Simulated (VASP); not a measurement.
# CoH (Fm-3m) in VASP: notebook

The runs below take CoH through single point, with PBEsol.

All numbers are computed with VASP 6.6.1; they aren't measurements. Logs are shortened: lines on timing, memory, paths and dates and some standing lists are left out, and cuts for length are marked.

**1. The cell of the first run**

It takes space group Fm-3m (No. 225, cubic). Conventional cell: a = 3.686 Å, b = 3.686 Å, c = 3.686 Å, α = 90.00°, β = 90.00°, γ = 90.00°. Within 2.4 Å of Co (site symmetry m-3m) lie 6 H at 1.84 Å. H (site symmetry m-3m) has 6 Co at 1.84 Å within 2.4 Å.

**2. Single point, PBEsol, collinear spin, ferromagnetic start**

The input, INCAR:

```
SYSTEM = CoH
  ALGO = Normal
  EDIFF = 1E-6
  ENCUT = 520
  GGA = PS
  ISIF = 2
  ISMEAR = -1
  ISPIN = 2
  LASPH = .TRUE.
  LCHARG = .FALSE.
  LMAXMIX = 4
  LORBIT = 11
  LREAL = .FALSE.
  LWAVE = .FALSE.
  MAGMOM = 2.5 0
  NBANDS = 16
  NELM = 150
  PREC = Accurate
  SIGMA = 0.1
```

The input, KPOINTS:

```
k-points
0
G
  13 13 13
  0 0 0
```

The input, POSCAR:

```
CoH
1.0
    0.0000000000      1.8429620000      1.8429620000
    1.8429620000      0.0000000000      1.8429620000
    1.8429620000      1.8429620000      0.0000000000
Co H
1 1
Direct
    0.0000000000      0.0000000000      0.0000000000
    0.5000000000      0.5000000000      0.5000000000
```

Potentials or basis: VASP PAW PBE potentials, release 64 (Co, H).

The run is started by

```console
$ cat potpaw_PBE.64/Co/POTCAR potpaw_PBE.64/H/POTCAR > POTCAR
$ mpirun -np 1 vasp_std > vasp.out
```

OUTCAR:

```text
SYSTEM = CoH
   EDIFF = 1E-6
   ENCUT = 520
   GGA = PS
   ISIF = 2
   ISMEAR = -1
   ISPIN = 2
   LASPH = .TRUE.
   LORBIT = 11
   LREAL = .FALSE.
   NELM = 150
   PREC = Accurate

 ion  position               nearest neighbor table
   1  0.000  0.000  0.000-   2 1.84   2 1.84   2 1.84   2 1.84   2 1.84   2 1.84
   2  0.500  0.500  0.500-   1 1.84   1 1.84   1 1.84   1 1.84   1 1.84   1 1.84

  LATTYP: Found a face centered cubic cell.
 ALAT       =     3.6859240000

  Lattice vectors:

 A1 = (   0.0000000000,   1.8429620000,   1.8429620000)
 A2 = (   1.8429620000,   0.0000000000,   1.8429620000)
 A3 = (   1.8429620000,   1.8429620000,   0.0000000000)

Analysis of symmetry for initial positions (statically):
=====================================================================
 Subroutine PRICEL returns:
 Original cell was already a primitive cell.

 Routine SETGRP: Setting up the symmetry group for a
 face centered cubic supercell.

 Subroutine GETGRP returns: Found 48 space group operations
 (whereof 48 operations were pure point group operations)
 out of a pool of 48 trial point group operations.

The static configuration has the point symmetry O_h .

Analysis of symmetry for dynamics (positions and initial velocities):
=====================================================================
 Subroutine PRICEL returns:
 Original cell was already a primitive cell.

 Routine SETGRP: Setting up the symmetry group for a
 face centered cubic supercell.

 Subroutine GETGRP returns: Found 48 space group operations
 (whereof 48 operations were pure point group operations)
 out of a pool of 48 trial point group operations.

The dynamic configuration has the point symmetry O_h .

Analysis of structural, dynamic, and magnetic symmetry:
=====================================================================
 Subroutine PRICEL returns:
 Original cell was already a primitive cell.

 Routine SETGRP: Setting up the symmetry group for a
 face centered cubic supercell.

 Subroutine GETGRP returns: Found 48 space group operations
 (whereof 48 operations were pure point group operations)
 out of a pool of 48 trial point group operations.

The overall configuration has the point symmetry O_h .

 Subroutine INISYM returns: Found 48 space group operations
 (whereof 48 operations are pure point group operations),
 and found     1 'primitive' translations

----------------------------------------------------------------------------------------

                                     Primitive cell

  volume of cell :      12.5193

  direct lattice vectors                    reciprocal lattice vectors
     0.000000000  1.842962000  1.842962000    -0.271302393  0.271302393  0.271302393
     1.842962000  0.000000000  1.842962000     0.271302393 -0.271302393  0.271302393
     1.842962000  1.842962000  0.000000000     0.271302393  0.271302393 -0.271302393

  length of vectors
     2.606341855  2.606341855  2.606341855     0.469909528  0.469909528  0.469909528

  position of ions in fractional coordinates (direct lattice)
     0.000000000  0.000000000  0.000000000
     0.500000000  0.500000000  0.500000000

  ion indices of the primitive-cell ions
   primitive index   ion index
                 1           1
                 2           2

----------------------------------------------------------------------------------------

 KPOINTS: k-points

Automatic generation of k-mesh.
 Grid dimensions read from file:
 generate k-points for:   13   13   13

 Generating k-lattice:

  Cartesian coordinates                     Fractional coordinates (reciprocal lattice)
    -0.020869415  0.020869415  0.020869415     0.076923077  0.000000000  0.000000000
     0.020869415 -0.020869415  0.020869415     0.000000000  0.076923077  0.000000000
     0.020869415  0.020869415 -0.020869415     0.000000000  0.000000000  0.076923077

  Length of vectors
     0.036146887  0.036146887  0.036146887

  Shift w.r.t. Gamma in fractional coordinates (k-lattice)
     0.000000000  0.000000000  0.000000000

 Subroutine IBZKPT returns following result:
 ===========================================

 Found     84 irreducible k-points:

 Following reciprocal coordinates:
            Coordinates               Weight
  0.000000  0.000000  0.000000      1.000000
  0.076923  0.000000  0.000000      8.000000
  0.153846  0.000000  0.000000      8.000000
  0.230769  0.000000  0.000000      8.000000
  0.307692  0.000000  0.000000      8.000000
  0.384615  0.000000  0.000000      8.000000
[... 16 lines left out ...]
  0.384615  0.153846  0.000000     24.000000
  0.461538  0.153846  0.000000     24.000000
 [... further k-points ...]
   k-points           NKPTS =     84   k-points in BZ     NKDIM =     84   number of bands    NBANDS=     16
   number of dos      NEDOS =    301   number of ions     NIONS =      2
   total plane-waves  NPLWV =   8000
   dimension x,y,z NGX =    20 NGY =   20 NGZ =   20
   dimension x,y,z NGXF=    40 NGYF=   40 NGZF=   40
   ions per type =               1   1
   NGX,Y,Z   is equivalent  to a cutoff of  12.76, 12.76, 12.76 a.u.
   NGXF,Y,Z  is equivalent  to a cutoff of  25.51, 25.51, 25.51 a.u.
 SYSTEM =  CoH
   PREC   = accura    normal or accurate (medium, high low for compatibility)
   ISTART =      0    job   : 0-new  1-cont  2-samecut
   ICHARG =      2    charge: 1-file 2-atom 10-const
   ISPIN  =      2    spin polarized calculation?
   LNONCOLLINEAR =      F non collinear calculations
   LSORBIT =      F    spin-orbit coupling
   LASPH  =      T    aspherical Exc in radial PAW
   ENCUT  =  520.0 eV  38.22 Ry    6.18 a.u.   4.85  4.85  4.85*2*pi/ulx,y,z
   NELM   =    150;   NELMIN=  2; NELMDL= -5     # of ELM steps
   EDIFF  = 0.1E-05   stopping-criterion for ELM
   LREAL  =      F    real-space projection
   EDIFFG = 0.1E-04   stopping-criterion for IOM
   NSW    =      0    number of steps for IOM
   IBRION =     -1    ionic relax: 0-MD 1-quasi-New 2-CG
   NFREE  =      0    steps in history (QN), initial steepest desc. (CG)
   ISIF   =      2    stress and relaxation
   ISYM   =      2    0-nonsym 1-usesym 2-fastsym
   POTIM  = 0.5000    time-step for ionic-motion
   TEBEG  =    0.0;   TEEND  =   0.0 temperature during run
   PSTRESS=    0.0 pullay stress
   NELECT =      10.0000    total number of electrons
   NUPDOWN=      -1.0000    fix difference up-down
   EMIN   =  10.00;   EMAX   =-10.00  energy-range for DOS
   EFERMI =   0.00;   METHOD = LEGACY
   ISMEAR =    -1;   SIGMA  =   0.10  broadening in eV -4-tet -1-fermi 0-gaus
   EFERMI_NEDOS =   21; number of points for ismear=-14 and -15
   IALGO  =     38    algorithm
   IMIX   =      4    mixing-type and parameters
     AMIX     =   0.40;   BMIX     =  1.00
     AMIX_MAG =   1.60;   BMIX_MAG =  1.00
  volume/ion in A,a.u.               =       6.26        42.24
  Fermi-wavevector in a.u.,A,eV,Ry     =   1.518967  2.870432 31.392205  2.307262
  Thomas-Fermi vector in A             =   2.628017
   LORBIT       =     11    0 simple, 1 ext, 2 COOP (PROOUT), +10 PAW based schemes
   GGA     = PS    functional components
   LHFCALC =     F    Hartree Fock is set to
   AEXX    =    0.0000 exact exchange contribution
   IVDW    =     0    specifies the selected vdW correction
   LEPSILON=     F    determine dielectric tensor
   LRPA    =     F    only Hartree local field effects (RPA)
 spin polarized calculation
  energy-cutoff  :      520.00
  volume of cell :       12.52
 maximum number of plane-waves:       343
   NGX =  9   NGY =  9   NGZ =  9

 number of electron      10.0000000 magnetization       2.5000000

 number of electron       9.9999994 magnetization       1.1510118

 Free energy of the ion-electron system (eV)
  ---------------------------------------------------
  ext. energy  EPLUGINS =         0.00000000
  ---------------------------------------------------
  free energy    TOTEN  =       -11.17246950 eV

  energy without entropy =      -11.12905689  energy(sigma->0) =      -11.15076319

 E-fermi :  10.1247     XC(G=0): -13.5622

 val. band max:       10.1213360058   @ k =   0.3077   0.0769   0.0000
 cond. band min:      10.1339880210   @ k =  -0.4615   0.2308   0.0769
 fundamental gap:      0.0126520152
 Fermi energy:        10.1247459834

 spin component 1

 k-point     1 :       0.0000    0.0000    0.0000
  band No.  band energies     occupation
      1      -2.3833      1.00000
      2       7.4902      1.00000
      3       7.4902      1.00000
      4       7.4902      1.00000
      5       8.5526      1.00000
      6       8.5526      1.00000
[... 8 lines left out ...]
     15      44.8508      0.00000
     16      44.8508      0.00000
[... 419 lines left out ...]
 k-point    24 :       0.4615    0.1538    0.0000
  band No.  band energies     occupation
      1       2.5159      1.00000
      2       5.7088      1.00000
      3       7.2418      1.00000
      4       7.7250      1.00000
      5       9.2864      0.99977
      6       9.4978      0.99811
[... 8 lines left out ...]
     15      47.8791      0.00000
     16      49.4779      0.00000

 [... further k-points ...]

 spin component 2

 k-point     1 :       0.0000    0.0000    0.0000
  band No.  band energies     occupation
      1      -2.3726      1.00000
      2       8.7132      1.00000
      3       8.7132      1.00000
      4       8.7132      1.00000
      5       9.6538      0.99107
      6       9.6538      0.99107
[... 8 lines left out ...]
     15      45.2635      0.00000
     16      45.2635      0.00000
[... 419 lines left out ...]
 k-point    24 :       0.4615    0.1538    0.0000
  band No.  band energies     occupation
      1       2.5953      1.00000
      2       6.4578      1.00000
      3       8.2438      1.00000
      4       8.8065      1.00000
      5      10.5967      0.00884
      6      10.6715      0.00421
[... 8 lines left out ...]
     15      49.6079      0.00000
     16      50.2820      0.00000

 [... further k-points ...]

------------------------ aborting loop because EDIFF is reached ----------------------------------------

  FORCE on cell =-STRESS in cart. coord.  units (eV):
  Direction    XX          YY          ZZ          XY          YZ          ZX
  --------------------------------------------------------------------------------------
  -------------------------------------------------------------------------------------
  Total       -0.5184029     -0.5184029     -0.5184029      0.0000000      0.0000000      0.0000000
  in kB      -66.3435700    -66.3435700    -66.3435700      0.0000000      0.0000000      0.0000000
  external PRESSURE =     -66.3435700 kB  Pullay stress =       0.0000000 kB

 VOLUME and BASIS-vectors are now :
 -----------------------------------------------------------------------------
  energy-cutoff  :      520.00
  volume of cell :       12.52
      direct lattice vectors                 reciprocal lattice vectors
     0.000000000  1.842962000  1.842962000    -0.271302393  0.271302393  0.271302393
     1.842962000  0.000000000  1.842962000     0.271302393 -0.271302393  0.271302393
     1.842962000  1.842962000  0.000000000     0.271302393  0.271302393 -0.271302393

 POSITION                                       TOTAL-FORCE (eV/Angst)
 -----------------------------------------------------------------------------------
      0.00000      0.00000      0.00000        -0.000000     -0.000000     -0.000000
      1.84296      1.84296      1.84296         0.000000      0.000000      0.000000
 -----------------------------------------------------------------------------------
    total drift:                                0.000000     -0.000000     -0.000000

  FREE ENERGIE OF THE ION-ELECTRON SYSTEM (eV)
  ---------------------------------------------------
  free  energy   TOTEN  =       -11.1724695017 eV

  energy  without entropy=      -11.1290568868  energy(sigma->0) =      -11.15076319

 total charge

# of ion       s       p       d       tot
------------------------------------------
    1        0.402   0.546   7.433   8.381
    2        0.498   0.041   0.000   0.539
--------------------------------------------------
tot          0.901   0.587   7.433   8.921

 magnetization (x)

# of ion       s       p       d       tot
------------------------------------------
    1       -0.008  -0.017   1.205   1.180
    2       -0.007  -0.003   0.000  -0.010
--------------------------------------------------
tot         -0.014  -0.020   1.205   1.170
```

It took 16 s on 1 thread of Intel Xeon 6975P-C (Granite Rapids), shared host; peak memory 0.15 GiB.

Results:

* Free energy: -11.1725 eV
* Pressure: -6.6 GPa
* Net moment: 1.15 μB per cell
* Site moments: Co +1.18; H -0.01 μB
* Valence electrons inside the program's atomic spheres: Co 8.38; H 0.54

Caveat: the cell stands under tension; the PAW data sets were made with another functional, which shifts forces and pressure a little.

[end of part 1 of 2]
